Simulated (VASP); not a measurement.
Set up this calculation in VASP 6.6.1, as the native input.

| Property | Result |
| --- | --- |
| Task | single point |
| Functional | PBE |
| Potentials or basis | VASP PAW PBE potentials, release 64 (Ga_d, Sb) |
| Cutoff | 520 eV |
| k mesh | 16 × 16 × 16 |
| Occupations | gaussian, width 0.15 eV |
| Spin | no spin polarisation |
| Dipole correction | no |
| Further INCAR settings | ALGO = Normal; EDIFF = 1e-06; NBANDS = 16 |

The structure of GaSb lies in POSCAR:

```
GaSb
1.0
   -2.9595500000      2.9595500000      1.7076500000
    2.9595500000     -2.9595500000      1.7076500000
    2.9595500000      2.9595500000     -1.7076500000
Ga Sb
1 1
Direct
    0.2500000000      0.7500000000      0.5000000000
    0.0000000000      0.0000000000      0.0000000000
```

One way to write it, as run:

INCAR

```
SYSTEM = GaSb
PREC = Accurate
ENCUT = 520
EDIFF = 1E-6
ISMEAR = 0
SIGMA = 0.15
LREAL = .FALSE.
LASPH = .TRUE.
NELM = 60
ALGO = Normal
ISIF = 2
LWAVE = .FALSE.
LCHARG = .TRUE.
GGA = PE
LELF = .TRUE.
LVHAR = .TRUE.
NBANDS = 16
```

KPOINTS

```
Automatic mesh
0
G
  16 16 16
  0 0 0
```

Potentials or basis: VASP PAW PBE potentials, release 64 (Ga_d, Sb).

Command:

```sh
$ cat potpaw_PBE.64/Ga_d/POTCAR potpaw_PBE.64/Sb/POTCAR > POTCAR
$ mpirun -np 1 vasp_std > vasp.out
```

It gave:

| Item | Value |
| --- | --- |
| Pressure | -6.6 GPa |
| Band gap on the k mesh | zero (bands 9 and 10 overlap by 3.67 eV) |

Caveat: the cell stands under tension; spin-orbit coupling is left out, which moves the levels of the heavy elements.

It took 6.4 min on 1 thread of Intel Xeon 8259CL (shared host), peak memory 0.48 GiB.
